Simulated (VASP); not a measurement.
# Cu (P6_3/mmc) in VASP: further runs

Cu is run at these levels: LDA; tasks: single point.

Program: VASP 6.6.1. These are calculated values, not measurements. Logs are shortened: lines on timing, memory, paths and dates and some standing lists are left out, and cuts for length are marked.

## Step 1: The cell of the first run

The structure is hexagonal, space group P6_3/mmc (No. 194). The conventional cell has a = 2.342 Å, b = 2.342 Å, c = 3.852 Å, α = 90.00°, β = 90.00°, γ = 120.00°. Within 3.1 Å of Cu (site symmetry -6m2) lie 12 Cu at 2.34 to 2.35 Å.

This isn't the form of Cu at room conditions, which is fcc.

## Step 2: Single point, LDA (9.15 Å³/atom)

POSCAR

```
Cu
1.0
    2.3422823001      0.0000000000      0.0000000000
   -1.1711411501      2.0284759747      0.0000000000
    0.0000000000      0.0000000000      3.8520523985
Cu
2
Direct
    0.3333333333      0.6666666667      0.2500000000
    0.6666666667      0.3333333333      0.7500000000
```

INCAR.step1

```
SYSTEM = Cu
PREC = Accurate
ENCUT = 520
EDIFF = 1E-6
ISMEAR = -1
SIGMA = 0.1
LREAL = .FALSE.
LASPH = .TRUE.
NELM = 100
ALGO = Normal
ISIF = 2
LWAVE = .FALSE.
LCHARG = .TRUE.
LMAXMIX = 4
NBANDS = 18
```

KPOINTS.step1

```
regular mesh
0
G
  17 17 10
  0 0 0
```

INCAR.step2

```
SYSTEM = Cu
PREC = Accurate
ENCUT = 520
EDIFF = 1E-6
ISMEAR = -5
SIGMA = 0.1
LREAL = .FALSE.
LASPH = .TRUE.
NELM = 100
ALGO = Normal
ISIF = 2
LWAVE = .FALSE.
LCHARG = .FALSE.
LMAXMIX = 4
LORBIT = 11
NEDOS = 1001
ICHARG = 11
```

KPOINTS.step2

```
regular mesh
0
G
  26 26 15
  0 0 0
```

Potentials or basis: VASP PAW LDA potentials, release 64 (Cu).

Started as:

```
$ cat potpaw_LDA.64/Cu/POTCAR > POTCAR
$ cp INCAR.step1 INCAR
$ cp KPOINTS.step1 KPOINTS
$ mpirun -np 1 vasp_std > vasp.out
$ cp INCAR.step2 INCAR
$ cp KPOINTS.step2 KPOINTS
$ mpirun -np 1 vasp_std > vasp.out
```

OUTCAR:

```text
SYSTEM = Cu
   PREC = Accurate
   ENCUT = 520
   EDIFF = 1E-6
   ISMEAR = -5
   LREAL = .FALSE.
   LASPH = .TRUE.
   NELM = 100
   ISIF = 2
   LORBIT = 11
   ICHARG = 11

 ion  position               nearest neighbor table
   1  0.333  0.667  0.250-   2 2.35   2 2.35   2 2.35   2 2.35   2 2.35   2 2.35
   2  0.667  0.333  0.750-   1 2.35   1 2.35   1 2.35   1 2.35   1 2.35   1 2.35

  LATTYP: Found a hexagonal cell.
 ALAT       =     2.3422823001
 C/A-ratio  =     1.6445722184

  Lattice vectors:

 A1 = (   2.3422823001,   0.0000000000,   0.0000000000)
 A2 = (  -1.1711411501,   2.0284759747,   0.0000000000)
 A3 = (   0.0000000000,   0.0000000000,   3.8520523985)

Analysis of symmetry for initial positions (statically):
=====================================================================
 Subroutine PRICEL returns:
 Original cell was already a primitive cell.

 Routine SETGRP: Setting up the symmetry group for a
 hexagonal supercell.

 Subroutine GETGRP returns: Found 24 space group operations
 (whereof 12 operations were pure point group operations)
 out of a pool of 24 trial point group operations.

The static configuration has the point symmetry D_3d.
 The point group associated with its full space group is D_6h.

Analysis of symmetry for dynamics (positions and initial velocities):
=====================================================================
 Subroutine PRICEL returns:
 Original cell was already a primitive cell.

 Routine SETGRP: Setting up the symmetry group for a
 hexagonal supercell.

 Subroutine GETGRP returns: Found 24 space group operations
 (whereof 12 operations were pure point group operations)
 out of a pool of 24 trial point group operations.

The dynamic configuration has the point symmetry D_3d.
 The point group associated with its full space group is D_6h.

 Subroutine INISYM returns: Found 24 space group operations
 (whereof 12 operations are pure point group operations),
 and found     1 'primitive' translations

----------------------------------------------------------------------------------------

                                     Primitive cell

  volume of cell :      18.3021

  direct lattice vectors                    reciprocal lattice vectors
     2.342282300  0.000000000  0.000000000     0.426934021  0.246490472  0.000000000
    -1.171141150  2.028475975  0.000000000     0.000000000  0.492980944  0.000000000
     0.000000000  0.000000000  3.852052399     0.000000000  0.000000000  0.259601868

  length of vectors
     2.342282300  2.342282300  3.852052399     0.492980944  0.492980944  0.259601868

  position of ions in fractional coordinates (direct lattice)
     0.333333333  0.666666667  0.250000000
     0.666666667  0.333333333  0.750000000
[... 101 lines left out ...]
  Fermi-wavevector in a.u.,A,eV,Ry     =   1.740665  3.289381 41.224510  3.029916
  Thomas-Fermi vector in A             =   2.813271
   LORBIT       =     11    0 simple, 1 ext, 2 COOP (PROOUT), +10 PAW based schemes
   GGA     = CA    functional components
   LHFCALC =     F    Hartree Fock is set to
   AEXX    =    0.0000 exact exchange contribution
   IVDW    =     0    specifies the selected vdW correction
   LEPSILON=     F    determine dielectric tensor
   LRPA    =     F    only Hartree local field effects (RPA)
 non-spin polarized calculation
 Fermi weights with tetrahedron method with Bloechl corrections
  energy-cutoff  :      520.00
  volume of cell :       18.30
 maximum number of plane-waves:       525
 NGX is ok and might be reduce to    18

 number of electron      21.9999973 magnetization

 Free energy of the ion-electron system (eV)
  ---------------------------------------------------
  ext. energy  EPLUGINS =         0.00000000
  ---------------------------------------------------
  free energy    TOTEN  =        -8.91266348 eV

  energy without entropy =       -8.91266348  energy(sigma->0) =       -8.91266348

 E-fermi :  11.0481     XC(G=0): -14.6648

 val. band max:       11.0943419387   @ k =   0.4615   0.0769   0.2667
 cond. band min:      11.0376980576   @ k =   0.3462   0.0385   0.4000
 fundamental gap:     -0.0566438812
 Fermi energy:        11.0480819822

 k-point     1 :       0.0000    0.0000    0.0000
  band No.  band energies     occupation
      1      -0.4563      2.00000
      2       4.1966      2.00000
      3       6.9639      2.00000
      4       7.0820      2.00000
      5       7.0820      2.00000
      6       7.3898      2.00000
      7       7.3898      2.00000
      8       7.8563      2.00000
      9       7.8563      2.00000
     10       8.9366      2.00000
     11       8.9366      2.00000
     12       9.1526      2.00000
     13      16.1166      0.00000
     14      34.5601      0.00000
[... 401 lines left out ...]
      2       4.9509      2.00000
      3       5.2025      2.00000
      4       6.6189      2.00000
      5       7.0339      2.00000
      6       7.1744      2.00000
      7       7.3214      2.00000
      8       8.9104      2.00000
      9       8.9739      2.00000
     10       9.1230      2.00000
     11       9.6944      2.00000
     12      15.5213      0.00000
     13      18.2730      0.00000
     14      19.7938      0.00000
     15      25.6526      0.00000

 [... further k-points ...]

------------------------ aborting loop because EDIFF is reached ----------------------------------------

  FORCE on cell =-STRESS in cart. coord.  units (eV):
  Direction    XX          YY          ZZ          XY          YZ          ZX
  --------------------------------------------------------------------------------------
  -------------------------------------------------------------------------------------
  Total        5.9390386      5.9390386      5.8806374     -0.0000000     -0.0000000      0.0000000
  in kB      519.9067314    519.9067313    514.7942588     -0.0000000     -0.0000000      0.0000000
  external PRESSURE =     518.2025738 kB  Pullay stress =       0.0000000 kB

 VOLUME and BASIS-vectors are now :
 -----------------------------------------------------------------------------
  energy-cutoff  :      520.00
  volume of cell :       18.30
      direct lattice vectors                 reciprocal lattice vectors
     2.342282300  0.000000000  0.000000000     0.426934021  0.246490472  0.000000000
    -1.171141150  2.028475975  0.000000000     0.000000000  0.492980944  0.000000000
     0.000000000  0.000000000  3.852052399     0.000000000  0.000000000  0.259601868

 POSITION                                       TOTAL-FORCE (eV/Angst)
 -----------------------------------------------------------------------------------
     -0.00000      1.35232      0.96301        -0.000000      0.000000      0.000000
      1.17114      0.67616      2.88904         0.000000     -0.000000      0.000000
 -----------------------------------------------------------------------------------
    total drift:                               -0.000000      0.000000     -0.000000

  FREE ENERGIE OF THE ION-ELECTRON SYSTEM (eV)
  ---------------------------------------------------
  free  energy   TOTEN  =        -8.9126634825 eV

  energy  without entropy=       -8.9126634825  energy(sigma->0) =       -8.91266348

 total charge

# of ion       s       p       d       tot
------------------------------------------
    1        0.552   0.610   9.233  10.395
    2        0.552   0.610   9.233  10.395
--------------------------------------------------
tot          1.103   1.220  18.467  20.790
```

It took 69 s on 1 thread of Intel Xeon 6975P-C (Granite Rapids), shared host; peak memory 0.26 GiB.

What came out:

* Valence electrons inside the program's atomic spheres: Cu 10.39

Caveat: tetrahedron occupations give inexact forces and stress in metals.

## Step 3: Single point, LDA (10.89 Å³/atom)

This run uses another cell than the first one, of 10.89 Å³/atom.

POSCAR

```
Cu
1.0
    2.4804730629      0.0000000000      0.0000000000
   -1.2402365315      2.1481526859      0.0000000000
    0.0000000000      0.0000000000      4.0890492651
Cu
2
Direct
    0.3333333333      0.6666666667      0.2500000000
    0.6666666667      0.3333333333      0.7500000000
```

INCAR.step1

```
SYSTEM = Cu
PREC     = Accurate       ! precision mode
ENCUT    = 520            ! plane-wave cutoff, eV
EDIFF    = 1E-7           ! SCF threshold, eV
ISMEAR   = -1             ! smearing method
SIGMA    = 0.1            ! smearing width, eV
LREAL    = .FALSE.        ! projectors in reciprocal space
LASPH    = .TRUE.         ! aspherical terms in the spheres
NELM     = 100            ! most SCF steps
ALGO     = Normal         ! electronic algorithm
ISIF     = 2              ! what is computed and relaxed
LWAVE    = .FALSE.        ! write WAVECAR
LCHARG   = .TRUE.         ! write CHGCAR
LMAXMIX  = 4              ! l up to which the mixer works
GGA      = CA             ! functional
NBANDS   = 18             ! bands
```

KPOINTS.step1

```
Automatic mesh
0
G
  17 17 10
  0 0 0
```

INCAR.step2

```
SYSTEM = Cu
PREC     = Accurate       ! precision mode
ENCUT    = 520            ! plane-wave cutoff, eV
EDIFF    = 1E-7           ! SCF threshold, eV
ISMEAR   = -5             ! smearing method
SIGMA    = 0.1            ! smearing width, eV
LREAL    = .FALSE.        ! projectors in reciprocal space
LASPH    = .TRUE.         ! aspherical terms in the spheres
NELM     = 100            ! most SCF steps
ALGO     = Normal         ! electronic algorithm
ISIF     = 2              ! what is computed and relaxed
LWAVE    = .FALSE.        ! write WAVECAR
LCHARG   = .FALSE.        ! write CHGCAR
LMAXMIX  = 4              ! l up to which the mixer works
GGA      = CA             ! functional
LORBIT   = 11             ! projections on sites
NEDOS    = 1001           ! points of the DOS
ICHARG   = 11             ! starting density
```

KPOINTS.step2

```
Automatic mesh
0
G
  26 26 15
  0 0 0
```

Potentials or basis: VASP PAW LDA potentials, release 64 (Cu).

Started as:

```
$ cat potpaw_LDA.64/Cu/POTCAR > POTCAR
$ cp INCAR.step1 INCAR
$ cp KPOINTS.step1 KPOINTS
$ mpirun -np 1 vasp_std > vasp.out
$ cp INCAR.step2 INCAR
$ cp KPOINTS.step2 KPOINTS
$ mpirun -np 1 vasp_std > vasp.out
```

OUTCAR:

```text
SYSTEM = Cu
   PREC = Accurate
   ENCUT = 520
   EDIFF = 1E-7
   ISMEAR = -5
   LREAL = .FALSE.
   LASPH = .TRUE.
   NELM = 100
   ISIF = 2
   GGA = CA
   LORBIT = 11
   ICHARG = 11

 ion  position               nearest neighbor table
   1  0.333  0.667  0.250-   2 2.50   2 2.50   2 2.50   2 2.50   2 2.50   2 2.50
   2  0.667  0.333  0.750-   1 2.50   1 2.50   1 2.50   1 2.50   1 2.50   1 2.50

  LATTYP: Found a hexagonal cell.
 ALAT       =     2.4804730629
 C/A-ratio  =     1.6484957351

  Lattice vectors:

 A1 = (   2.4804730629,   0.0000000000,   0.0000000000)
 A2 = (  -1.2402365315,   2.1481526859,   0.0000000000)
 A3 = (   0.0000000000,   0.0000000000,   4.0890492651)

Analysis of symmetry for initial positions (statically):
=====================================================================
 Subroutine PRICEL returns:
 Original cell was already a primitive cell.

 Routine SETGRP: Setting up the symmetry group for a
 hexagonal supercell.

 Subroutine GETGRP returns: Found 24 space group operations
 (whereof 12 operations were pure point group operations)
 out of a pool of 24 trial point group operations.

The static configuration has the point symmetry D_3d.
 The point group associated with its full space group is D_6h.

Analysis of symmetry for dynamics (positions and initial velocities):
=====================================================================
 Subroutine PRICEL returns:
 Original cell was already a primitive cell.

 Routine SETGRP: Setting up the symmetry group for a
 hexagonal supercell.

 Subroutine GETGRP returns: Found 24 space group operations
 (whereof 12 operations were pure point group operations)
 out of a pool of 24 trial point group operations.

The dynamic configuration has the point symmetry D_3d.
 The point group associated with its full space group is D_6h.

 Subroutine INISYM returns: Found 24 space group operations
 (whereof 12 operations are pure point group operations),
 and found     1 'primitive' translations

----------------------------------------------------------------------------------------

                                     Primitive cell

  volume of cell :      21.7882

  direct lattice vectors                    reciprocal lattice vectors
     2.480473063  0.000000000  0.000000000     0.403148905  0.232758129  0.000000000
    -1.240236531  2.148152686  0.000000000     0.000000000  0.465516258  0.000000000
     0.000000000  0.000000000  4.089049265     0.000000000  0.000000000  0.244555625

  length of vectors
     2.480473063  2.480473063  4.089049265     0.465516258  0.465516258  0.244555625

  position of ions in fractional coordinates (direct lattice)
     0.333333333  0.666666667  0.250000000
     0.666666667  0.333333333  0.750000000

  ion indices of the primitive-cell ions
   primitive index   ion index
                 1           1
                 2           2

----------------------------------------------------------------------------------------

 KPOINTS: Automatic mesh

Automatic generation of k-mesh.
 Grid dimensions read from file:
 generate k-points for:   26   26   15

 Generating k-lattice:

  Cartesian coordinates                     Fractional coordinates (reciprocal lattice)
[... 52 lines left out ...]
 SYSTEM =  Cu
   PREC   = accura    normal or accurate (medium, high low for compatibility)
   ISTART =      0    job   : 0-new  1-cont  2-samecut
   ICHARG =     11    charge: 1-file 2-atom 10-const
   ISPIN  =      1    spin polarized calculation?
   LNONCOLLINEAR =      F non collinear calculations
   LSORBIT =      F    spin-orbit coupling
   LASPH  =      T    aspherical Exc in radial PAW
   ENCUT  =  520.0 eV  38.22 Ry    6.18 a.u.   4.61  4.61  7.60*2*pi/ulx,y,z
   NELM   =    100;   NELMIN=  2; NELMDL=  0     # of ELM steps
   EDIFF  = 0.1E-06   stopping-criterion for ELM
   LREAL  =      F    real-space projection
   EDIFFG = 0.1E-05   stopping-criterion for IOM
   NSW    =      0    number of steps for IOM
   IBRION =     -1    ionic relax: 0-MD 1-quasi-New 2-CG
   NFREE  =      0    steps in history (QN), initial steepest desc. (CG)
   ISIF   =      2    stress and relaxation
   ISYM   =      2    0-nonsym 1-usesym 2-fastsym
   POTIM  = 0.5000    time-step for ionic-motion
   TEBEG  =    0.0;   TEEND  =   0.0 temperature during run
   PSTRESS=    0.0 pullay stress
   NELECT =      22.0000    total number of electrons
   NUPDOWN=      -1.0000    fix difference up-down
   EMIN   =  10.00;   EMAX   =-10.00  energy-range for DOS
   EFERMI =   0.00;   METHOD = LEGACY
   ISMEAR =    -5;   SIGMA  =   0.10  broadening in eV -4-tet -1-fermi 0-gaus
   EFERMI_NEDOS =   21; number of points for ismear=-14 and -15
   IALGO  =     38    algorithm
   IMIX   =      4    mixing-type and parameters
     AMIX     =   0.40;   BMIX     =  1.00
     AMIX_MAG =   1.60;   BMIX_MAG =  1.00
  volume/ion in A,a.u.               =      10.89        73.52
  Fermi-wavevector in a.u.,A,eV,Ry     =   1.642385  3.103658 36.700757  2.697430
  Thomas-Fermi vector in A             =   2.732697
   LORBIT       =     11    0 simple, 1 ext, 2 COOP (PROOUT), +10 PAW based schemes
   GGA     = CA    functional components
   LHFCALC =     F    Hartree Fock is set to
   AEXX    =    0.0000 exact exchange contribution
   IVDW    =     0    specifies the selected vdW correction
   LEPSILON=     F    determine dielectric tensor
   LRPA    =     F    only Hartree local field effects (RPA)
 non-spin polarized calculation
 Fermi weights with tetrahedron method with Bloechl corrections
  energy-cutoff  :      520.00
  volume of cell :       21.79
 maximum number of plane-waves:       603

 number of electron      21.9999947 magnetization

 Free energy of the ion-electron system (eV)
  ---------------------------------------------------
  ext. energy  EPLUGINS =         0.00000000
  ---------------------------------------------------
  free energy    TOTEN  =        -9.39708450 eV

  energy without entropy =       -9.39708450  energy(sigma->0) =       -9.39708450

 E-fermi :   8.3884     XC(G=0): -13.5813

 val. band max:        8.4124156630   @ k =   0.2692   0.1923   0.4667
 cond. band min:       8.3751558724   @ k =   0.3462   0.0385   0.4000
 fundamental gap:     -0.0372597905
 Fermi energy:         8.3884232645

 k-point     1 :       0.0000    0.0000    0.0000
  band No.  band energies     occupation
      1      -1.5853      2.00000
      2       2.7742      2.00000
      3       5.0170      2.00000
      4       5.1204      2.00000
      5       5.1204      2.00000
      6       5.3492      2.00000
      7       5.3492      2.00000
      8       5.7176      2.00000
      9       5.7176      2.00000
     10       6.5394      2.00000
     11       6.5394      2.00000
     12       7.0870      2.00000
     13      12.4026      0.00000
     14      30.6328      0.00000
[... 401 lines left out ...]
      2       3.4744      2.00000
      3       3.6981      2.00000
      4       4.7937      2.00000
      5       5.0953      2.00000
      6       5.2022      2.00000
      7       5.3013      2.00000
      8       6.5187      2.00000
      9       6.5678      2.00000
     10       6.6743      2.00000
     11       7.1718      2.00000
     12      12.3521      0.00000
     13      14.8711      0.00000
     14      15.8348      0.00000
     15      21.6455      0.00000

 [... further k-points ...]

------------------------ aborting loop because EDIFF is reached ----------------------------------------

  FORCE on cell =-STRESS in cart. coord.  units (eV):
  Direction    XX          YY          ZZ          XY          YZ          ZX
  --------------------------------------------------------------------------------------
  -------------------------------------------------------------------------------------
  Total        0.2027567      0.2027567      0.1559129     -0.0000000     -0.0000000      0.0000000
  in kB       14.9095278     14.9095278     11.4649131     -0.0000000     -0.0000000      0.0000000
  external PRESSURE =      13.7613229 kB  Pullay stress =       0.0000000 kB

 VOLUME and BASIS-vectors are now :
 -----------------------------------------------------------------------------
  energy-cutoff  :      520.00
  volume of cell :       21.79
      direct lattice vectors                 reciprocal lattice vectors
     2.480473063  0.000000000  0.000000000     0.403148905  0.232758129  0.000000000
    -1.240236531  2.148152686  0.000000000     0.000000000  0.465516258  0.000000000
     0.000000000  0.000000000  4.089049265     0.000000000  0.000000000  0.244555625

 POSITION                                       TOTAL-FORCE (eV/Angst)
 -----------------------------------------------------------------------------------
     -0.00000      1.43210      1.02226        -0.000000      0.000000      0.000000
      1.24024      0.71605      3.06679         0.000000     -0.000000     -0.000000
 -----------------------------------------------------------------------------------
    total drift:                               -0.000000      0.000000     -0.000000

  FREE ENERGIE OF THE ION-ELECTRON SYSTEM (eV)
  ---------------------------------------------------
  free  energy   TOTEN  =        -9.3970845039 eV

  energy  without entropy=       -9.3970845039  energy(sigma->0) =       -9.39708450

 total charge

# of ion       s       p       d       tot
------------------------------------------
    1        0.479   0.444   9.188  10.111
    2        0.479   0.444   9.188  10.111
--------------------------------------------------
tot          0.959   0.889  18.375  20.223
```

It took 78 s on 1 thread of Intel Xeon 6975P-C (Granite Rapids), shared host; peak memory 0.28 GiB.

What came out:

* Valence electrons inside the program's atomic spheres: Cu 10.11

Levels at points of the mesh, in eV from the Fermi level:
| k point | band 9 | band 10 | band 11 | band 12 | band 13 | band 14 |
| --- | --- | --- | --- | --- | --- | --- |
| (0.00, 0.00, 0.00) | -2.67 | -1.85 | -1.85 | -1.30 | 4.01 | 22.24 |
| (0.50, 0.00, 0.00) | -1.70 | -1.63 | 0.02 | 1.75 | 8.09 | 8.49 |

Caveat: tetrahedron occupations give inexact forces and stress in metals.
